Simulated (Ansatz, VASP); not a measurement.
**Two plane-wave programs on CsAg4N3**

File INCAR:

```
PREC = Accurate ; ENCUT = 520
EDIFF = 1E-6 ; ISMEAR = 0
SIGMA = 0.1283 ; LREAL = False
LASPH = True ; NELM = 80
ALGO = Normal ; ISIF = 2
LWAVE = False ; LCHARG = True
GGA = PE ; LELF = True
LVHAR = True ; NBANDS = 44
```

Contents of KPOINTS:

```
regular mesh
0
Gamma
  8 8 4
```

Contents of POSCAR:

```
CsAg4N3
1.0
    4.0765160000      0.0000000000      0.0000000000
    0.0000000000      4.0765160000      0.0000000000
    0.0000000000      0.0000000000      9.7740330000
Cs Ag N
1 4 3
Direct
    0.0000000000      0.0000000000      0.5000000000
    0.0000000000      0.5000000000      0.1632300000
    0.5000000000      0.0000000000      0.1632300000
    0.0000000000      0.5000000000      0.8367700000
    0.5000000000      0.0000000000      0.8367700000
    0.5000000000      0.5000000000      0.3015000000
    0.5000000000      0.5000000000      0.6985000000
    0.0000000000      0.0000000000      0.0000000000
```

Input for Ansatz:

```yaml
crystal:
  lattice:
    - [4.076516, 0.0, 0.0]
    - [0.0, 4.076516, 0.0]
    - [0.0, 0.0, 9.774033]
  atoms:
    - { symbol: Cs, position: [0.0, 0.0, 0.5] }
    - { symbol: Ag, position: [0.0, 0.5, 0.16323] }
    - { symbol: Ag, position: [0.5, 0.0, 0.16323] }
    - { symbol: Ag, position: [0.0, 0.5, 0.83677] }
    - { symbol: Ag, position: [0.5, 0.0, 0.83677] }
    - { symbol: "N", position: [0.5, 0.5, 0.3015] }
    - { symbol: "N", position: [0.5, 0.5, 0.6985] }
    - { symbol: "N", position: [0.0, 0.0, 0.0] }
  symmetry: { tolerance: 0.0003 }
kpoints:
  mp_grid: { grid: [8, 8, 4], shift: [0, 0, 0] }
  band_path:
    path:
      - [0.0, 0.0, 0.0]
      - [0.0, 0.5, 0.0]
      - [0.5, 0.5, 0.0]
      - [0.0, 0.0, 0.0]
      - [0.0, 0.0, 0.5]
      - [0.0, 0.5, 0.5]
      - [0.5, 0.5, 0.5]
      - [0.0, 0.0, 0.5]
      - [0.0, 0.5, 0.0]
      - [0.0, 0.5, 0.5]
      - [0.5, 0.5, 0.0]
    npoints: 6
magnetization:
  spin_polarized: false
scf:
  occupations: { method: gaussian, width: 0.1283 }
  lower_state_search: "off"
  max_iter: 200
hamiltonian:
  pseudopotentials: { kind: paw }
  xc: pbe
basis:
  ecutwfc: 420
  fft_grid_basis: typed
output:
  forces: true
  stress: true
  eigenvalues: true
  bader: true
  populations: true
  elf: true
  write_potential: true
  volumetric_format: npy
  dos:
    e_range: [-12, 8]
    de: 0.05
    projected: { site_lists: { Ag: [Ag], Cs: [Cs], "N": ["N"] } }
checkpoint:
  read: saved_state
```

Alike in both runs: task single point; functional PBE; k mesh 8 × 8 × 4; occupations gaussian, width 0.1283 eV; no spin polarisation.

```csv
,VASP,Ansatz
version,VASP 6.6.1,Ansatz 0.2.0
potentials or method,"VASP PAW PBE potentials, release 64 (Cs_sv, Ag, N), cutoff 520 eV",PAW plane waves
valence electrons in the cell,68,100
```

```tsv
	VASP	Ansatz	Ansatz less VASP
pressure (GPa)	-7.2	-7.2	+0.05
traceless stress, the component that is largest in VASP (GPa)	-1.43	-1.44	-0.010
rms of the force components (eV/Å)	0.531	0.532	+0.0015
```

Atom by atom the forces differ by 0.003 eV/Å (rms over components). VASP's potentials hold 68 valence electrons a cell and Ansatz's 100, so a difference there can come from the potentials and not from the codes.

Spin-orbit coupling is off throughout.
